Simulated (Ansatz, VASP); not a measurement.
**CrB2RuN in VASP and in Ansatz**

```
Cr B Ru N
1.0
    -1.95192    2.13948    2.70610
     1.95192   -2.13948    2.70610
     1.95192    2.13948   -2.70610
Cr B Ru N
1 2 1 1
Direct
  0.50000 0.50000 0.00000
  0.77501 0.27501 0.50000
  0.22499 0.72499 0.50000
  0.00000 0.00000 0.00000
  0.50000 0.00000 0.50000
```

Alike in both runs: functional PBE; k mesh 6 × 6 × 6; occupations gaussian, width 0.1 eV; collinear spin.

Ansatz relaxed the structure, and its values are those at the end. VASP's run is a single point on that final structure, the one shown.

|  | VASP | Ansatz |
| --- | --- | --- |
| version | VASP 6.6.1 | Ansatz 0.2.0 |
| potentials or method | VASP PAW PBE potentials, release 64 (Cr_pv, B, Ru_pv, N), cutoff 520 eV | scalar-relativistic, plane waves, PAW |
| valence electrons in the cell | 37 | 41 |

VASP gave:

```
gap on the k mesh at the Fermi level (eV)                     : none
pressure (GPa)                                                : 0.0
net moment per atom (μB)                                      : 0.40
size of the moment on the site where the two differ most (μB) : 1.96
```

Question: Which values does Ansatz return?

Answer: gap on the k mesh at the Fermi level (eV): none; pressure (GPa): -0.2; net moment per atom (μB): 0.40; size of the moment on the site where the two differ most (μB): 1.61.

Site moments also hang on the region over which each program counts them. A gap of «none» marks a metal or a gap that the smearing closes. The functional is the same, so the differences come from potentials, cutoffs and numerics. VASP's potentials hold 37 valence electrons a cell and Ansatz's 41, so a difference there can come from the potentials and not from the codes. Ansatz's warnings: seeded moment not kept.

The k mesh is coarse, so the values compare programs but aren't converged.
